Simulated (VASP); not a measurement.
Wanted: the native input for a VASP 6.6.1 run.

```yaml
Task: relaxation of cell and atoms
Functional: LDA
Potentials_or_basis: VASP PAW LDA potentials, release 64 (Nb_sv)
Cutoff: 600 eV
k_mesh: 23 × 23 × 23
Occupations: methfessel-paxton, width 0.1 eV
Spin: no spin polarisation
Dipole_correction: no
Further_INCAR_settings: ALGO = Normal; EDIFF = 1e-07; IBRION = 2; EDIFFG = -0.005; NSW = 60; ISIF = 3
```

The structure of Nb lies in POSCAR:

```
Nb
1.0
   -1.6500000000      1.6500000000      1.6500000000
    1.6500000000     -1.6500000000      1.6500000000
    1.6500000000      1.6500000000     -1.6500000000
Nb
1
Direct
    0.0000000000      0.0000000000      0.0000000000
```

These files were run (other wordings do the same):

INCAR

```
  ALGO = Normal
  EDIFF = 1E-7
  EDIFFG = -0.005
  ENCUT = 600
  GGA = CA
  IBRION = 2
  ISIF = 3
  ISMEAR = 1
  LASPH = T
  LCHARG = F
  LREAL = F
  LWAVE = F
  NELM = 100
  NSW = 60
  PREC = Accurate
  SIGMA = 0.1
```

KPOINTS

```
k-points
0
Gamma
  23 23 23
```

Potentials or basis: VASP PAW LDA potentials, release 64 (Nb_sv).

The run is started by

```sh
$ cat potpaw_LDA.64/Nb_sv/POTCAR > POTCAR
$ mpirun -np 1 vasp_std > vasp.out
```

Results of the run:

```json
{
  "Relaxed volume": "17.11 Å³/atom",
  "Relaxed cell": "a = 2.812 Å, b = 2.812 Å, c = 2.812 Å, α = 109.47°, β = 109.47°, γ = 109.47°",
  "Space group after relaxing (to 0.1 Å)": "Im-3m (No. 229)",
  "Energy gained by relaxing": "24.4 meV/atom",
  "Ionic steps": "4",
  "Pressure after relaxing": "0.0 GPa",
  "Band gap on the k mesh": "zero (an odd number of electrons rules out a gap without spin polarisation)"
}
```

Wall time 4 min on 1 thread of Intel Xeon 8259CL, with other jobs on the host, peak memory 0.21 GiB.
